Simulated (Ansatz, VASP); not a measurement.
**Ca, level by level in two programs**

```
Ca
1.0
    -2.24000    2.24000    2.24000
     2.24000   -2.24000    2.24000
     2.24000    2.24000   -2.24000
Ca
1
Cartesian
  0.0000 0.0000 0.0000
```

Single points on this cell with VASP 6.6.1 and Ansatz 0.2.0. Each row is one pair of runs. Alike in all rows: k mesh: 8 × 8 × 8.

| level | spin | smearing | VASP's potentials, cutoff | Ansatz's potentials, cutoff | gap on the k mesh at the Fermi level (eV), VASP | gap on the k mesh at the Fermi level (eV), Ansatz | pressure (GPa), VASP | pressure (GPa), Ansatz |
| --- | --- | --- | --- | --- | --- | --- | --- | --- |
| LDA | off | gaussian, width 0.02 eV | VASP PAW LDA potentials, release 64 (Ca_sv), 520 eV | Ansatz PAW, 420 eV | none | none | -2.4 | -2.4 |
| LDA | off | gaussian, width 0.05 eV | VASP PAW LDA potentials, release 64 (Ca_sv), 520 eV | Ansatz PAW, 420 eV | none | none | -2.5 | -2.5 |
| BLYP | collinear, typed start | fermi-dirac, width 0.1 eV | VASP PAW PBE potentials, release 64 (Ca_sv), 500 eV | PseudoDojo stringent (PBE files), 925 eV | none | none | -0.8 | -0.8 |
| revPBE | off | gaussian, width 0.15 eV | VASP PAW PBE potentials, release 64 (Ca_sv), 520 eV | PseudoDojo standard (PBE files), 925 eV | none | none | -0.3 | -0.4 |

Pressure (GPa): the two programs differ by at most 0.04.

A gap of «none» marks a metal or a gap that the smearing closes.

Noted on Ansatz's runs: the potentials were made for another functional, which shifts forces and pressure.
